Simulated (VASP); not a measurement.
# Au (Fm-3m) in VASP: a series of runs, part 2 of 2

VASP 6.6.1.

## (5) Relaxation of cell and atoms, PBE, target pressure 60 GPa, at which the enthalpy is minimised

This run uses another cell than the first one, of 14.41 Å³/atom, 0.818 times its volume.

INCAR reads:

```
SYSTEM = Au
  PREC = Accurate
  ENCUT = 600
  EDIFF = 1E-7
  ISMEAR = 0
  SIGMA = 0.1
  LREAL = .FALSE.
  LASPH = .TRUE.
  NELM = 60
  ALGO = Fast
  ISIF = 3
  LWAVE = .FALSE.
  LCHARG = .FALSE.
  GGA = PE
  IBRION = 2
  NSW = 70
  EDIFFG = -0.008
  PSTRESS = 600.0
```

KPOINTS reads:

```
Automatic mesh
0
G
  18 18 18
  0 0 0
```

POSCAR reads:

```
Au
1.0
    0.0000000000      1.9313065744      1.9313065744
    1.9313065744      0.0000000000      1.9313065744
    1.9313065744      1.9313065744      0.0000000000
Au
1
Direct
    0.0000000000      0.0000000000      0.0000000000
```

Launch:

```console
> cat potpaw_PBE.64/Au/POTCAR > POTCAR
> mpirun -np 1 vasp_std > vasp.out
```

Run time: 50 s. Hardware: 1 thread of Intel Xeon 6975P-C (Granite Rapids), shared host; peak memory 0.18 GiB.

The run converged. Its results:

```
Free energy                                            : -2.6951 eV
Relaxed volume                                         : 14.35 Å³/atom
Relaxed cell                                           : a = 2.728 Å, b = 2.728 Å, c = 2.728 Å, α = 60.00°, β = 60.00°, γ = 60.00°
Space group after relaxing (to 0.05 Å)                 : Fm-3m (No. 225)
Energy change on relaxing (the enthalpy is what falls) : +19.5 meV/atom
Ionic steps                                            : 7
Pressure after relaxing                                : 60.0 GPa
```

The path:
```csv
step,energy change (eV),largest force (eV/Å),pressure (GPa),volume (Å³)
1,0.0000,0.0000,58.47,14.41
2,0.1119,0.0000,67.47,14.12
3,0.0188,0.0000,59.36,14.36
4,0.0259,0.0000,60.57,14.34
5,0.0225,0.0000,60.29,14.35
6,0.0202,0.0000,60.10,14.35
7,0.0195,0.0000,60.05,14.35
```

Final structure:
```
Au
1.0
     0.00000    1.92895    1.92895
     1.92895    0.00000    1.92895
     1.92895    1.92895    0.00000
Au
1
Direct
  0.00000 0.00000 0.00000
```

Levels at points of the mesh, in eV from the Fermi level:
| k point | band 2 | band 3 | band 4 | band 5 | band 6 | band 7 | band 8 | band 9 |
| --- | --- | --- | --- | --- | --- | --- | --- | --- |
| (0.00, 0.00, 0.00) | -5.83 | -5.83 | -5.83 | -3.78 | -3.78 | 14.03 | 19.03 | 19.03 |
| (0.50, 0.00, 0.00) | -5.89 | -5.89 | -2.16 | -2.16 | -1.89 | 4.05 | 13.53 | 18.27 |
| (0.50, 0.50, 0.00) | -8.55 | -2.21 | -1.72 | -1.72 | 0.44 | 7.26 | 10.39 | 10.39 |

Caveat: the cell is relaxed towards a set pressure, so the enthalpy falls and the energy may rise; spin-orbit coupling is left out, which moves the levels of the heavy elements.

## (6) Relaxation of cell and atoms, PBE, target pressure 30 GPa, at which the enthalpy is minimised

This run uses another cell than the first one, of 15.51 Å³/atom, 0.880 times its volume.

INCAR reads:

```
SYSTEM = Au
ALGO = Fast
EDIFF = 1E-6
EDIFFG = -0.008
ENCUT = 600
GGA = PE
IBRION = 2
ISIF = 3
ISMEAR = 0
LASPH = .True.
LCHARG = .False.
LREAL = .False.
LWAVE = .False.
NELM = 80
NSW = 70
PREC = Accurate
PSTRESS = 300.0
SIGMA = 0.1
```

KPOINTS reads:

```
k-points
0
Gamma
  18 18 18
  0 0 0
```

POSCAR reads:

```
Au
1.0
    0.0000000000      1.9792703213      1.9792703213
    1.9792703213      0.0000000000      1.9792703213
    1.9792703213      1.9792703213      0.0000000000
Au
1
Direct
    0.0000000000      0.0000000000      0.0000000000
```

Potentials or basis: VASP PAW PBE potentials, release 64 (Au).

Launch:

```console
> cat potpaw_PBE.64/Au/POTCAR > POTCAR
> mpirun -np 1 vasp_std > vasp.out
```

OUTCAR:

```text
SYSTEM = Au
   EDIFF = 1E-6
   EDIFFG = -0.008
   ENCUT = 600
   GGA = PE
   IBRION = 2
   ISIF = 3
   ISMEAR = 0
   LASPH = .True.
   LREAL = .False.
   NELM = 80
   NSW = 70
   PREC = Accurate
   PSTRESS = 300.0

 ion  position               nearest neighbor table
   1  0.000  0.000  0.000-

  LATTYP: Found a face centered cubic cell.
 ALAT       =     3.9585406426

  Lattice vectors:

 A1 = (   0.0000000000,   1.9792703213,   1.9792703213)
 A2 = (   1.9792703213,   0.0000000000,   1.9792703213)
 A3 = (   1.9792703213,   1.9792703213,   0.0000000000)

Analysis of symmetry for initial positions (statically):
=====================================================================
 Subroutine PRICEL returns:
 Original cell was already a primitive cell.

 Routine SETGRP: Setting up the symmetry group for a
 face centered cubic supercell.

 Subroutine GETGRP returns: Found 48 space group operations
 (whereof 48 operations were pure point group operations)
 out of a pool of 48 trial point group operations.

The static configuration has the point symmetry O_h .

Analysis of symmetry for dynamics (positions and initial velocities):
=====================================================================
 Subroutine PRICEL returns:
[... 164 lines left out ...]
  -------------------------------------------------------------------------------------
  Total        3.0617133      3.0617133      3.0617133      0.0000000     -0.0000000     -0.0000000
  in kB      316.3222666    316.3222666    316.3222666      0.0000000     -0.0000000     -0.0000000
  external PRESSURE =      16.3222666 kB  Pullay stress =     300.0000000 kB
[... 135 lines left out ...]
--------------------------------------- Ionic step        5  -------------------------------------------

 number of electron      11.0000001 magnetization

 Free energy of the ion-electron system (eV)
  ---------------------------------------------------
  ext. energy  EPLUGINS =         0.00000000
  ---------------------------------------------------
  free energy    TOTEN  =        -3.03249837 eV

  energy without entropy =       -3.03097335  energy(sigma->0) =       -3.03173586

 E-fermi :  11.0737     XC(G=0): -13.2582

 val. band max:       11.0435234660   @ k =   0.5000   0.3333   0.1667
 cond. band min:      11.1120219979   @ k =   0.5000   0.2778   0.1111
 fundamental gap:      0.0684985319
 Fermi energy:        11.0737191437

 k-point     1 :       0.0000    0.0000    0.0000
  band No.  band energies     occupation
      1       0.1998      2.00000
      2       5.8380      2.00000
      3       5.8380      2.00000
      4       5.8380      2.00000
      5       7.6104      2.00000
      6       7.6104      2.00000
      7      25.3957      0.00000
      8      29.9155      0.00000
      9      29.9155      0.00000
[... 265 lines left out ...]
 k-point    24 :      -0.2222    0.0556    0.0000
  band No.  band energies     occupation
      1       2.1286      2.00000
      2       5.5081      2.00000
      3       6.1836      2.00000
      4       6.2302      2.00000
      5       7.4850      2.00000
      6       8.0517      2.00000
      7      23.2193      0.00000
      8      26.8028      0.00000
      9      30.5182      0.00000

 [... further k-points ...]
[... 5 lines left out ...]
  --------------------------------------------------------------------------------------
  -------------------------------------------------------------------------------------
  Total        2.9223452      2.9223452      2.9223452      0.0000000      0.0000000      0.0000000
  in kB      300.4183991    300.4183991    300.4183991      0.0000000      0.0000000      0.0000000
  external PRESSURE =       0.4183991 kB  Pullay stress =     300.0000000 kB
[... 20 lines left out ...]
  energy  without entropy=       -3.0309733471  energy(sigma->0) =       -3.03173586

  enthalpy is  TOTEN    =        -0.1142231539 eV   P V=        2.9182752136

 reached required accuracy - stopping structural energy minimisation
```

CONTCAR:

```text
Au
   1.00000000000000
     0.0000000000000000    1.9825699815619713    1.9825699815619713
     1.9825699815619713   -0.0000000000000000    1.9825699815619713
     1.9825699815619713    1.9825699815619713    0.0000000000000000
  Au
     1
Direct
     0.0000000000000000    0.0000000000000000    0.0000000000000000

  0.00000000E+00  0.00000000E+00  0.00000000E+00
```

It took 29 s on 1 thread of Intel Xeon 6975P-C (Granite Rapids), shared host; peak memory 0.17 GiB.

Results:

```
Free energy                                            : -3.0325 eV
Relaxed volume                                         : 15.59 Å³/atom
Relaxed cell                                           : a = 2.804 Å, b = 2.804 Å, c = 2.804 Å, α = 60.00°, β = 60.00°, γ = 60.00°
Space group after relaxing (to 0.05 Å)                 : Fm-3m (No. 225)
Energy change on relaxing (the enthalpy is what falls) : -14.9 meV/atom
Ionic steps                                            : 5
Pressure after relaxing                                : 30.0 GPa
```

Step by step:
| step | energy change (eV) | largest force (eV/Å) | pressure (GPa) | volume (Å³) |
| --- | --- | --- | --- | --- |
| 1 | 0.0000 | 0.0000 | 31.63 | 15.51 |
| 2 | -0.0628 | 0.0000 | 25.02 | 15.86 |
| 3 | -0.0153 | 0.0000 | 29.91 | 15.59 |
| 4 | -0.0145 | 0.0000 | 30.09 | 15.58 |
| 5 | -0.0149 | 0.0000 | 30.04 | 15.59 |

Final structure:
```yaml
crystal:
  lattice:
    - [0.00000, 1.98257, 1.98257]
    - [1.98257, 0.00000, 1.98257]
    - [1.98257, 1.98257, 0.00000]
  atoms:
    - { symbol: Au, position: [0.00000, 0.00000, 0.00000] }
```

Caveat: the cell is relaxed towards a set pressure, so the enthalpy falls and the energy may rise; spin-orbit coupling is left out, which moves the levels of the heavy elements.

## (7) Overview

```tsv
task	cell	cutoff (eV)	gap on the mesh (eV)	pressure (GPa)
single point	a = 2.921 Å, angles 60.0°, 1 atom	520	none	2.7
single point	a = 2.940 Å, angles 60.0°, 1 atom	520	none	-0.2
single point	a = 2.963 Å, angles 60.0°, 1 atom	520	none	-3.2
relaxation of cell and atoms	relaxed to 60 GPa from a = 2.731 Å, angles 60.0°, 1 atom	600	none	60.0
relaxation of cell and atoms	relaxed to 30 GPa from a = 2.799 Å, angles 60.0°, 1 atom	600	none	30.0
```

Alike in all rows: level PBE; potentials or basis VASP PAW PBE potentials, release 64 (Au); no spin polarisation; k mesh 18 × 18 × 18; smearing gaussian 0.1 eV.

Caveats: spin-orbit coupling is left out, which moves the levels of the heavy elements; the cell is relaxed towards a set pressure, so the enthalpy falls and the energy may rise (some runs).

Total energies depend on the potentials used, so only differences within one code and one set of settings carry meaning.
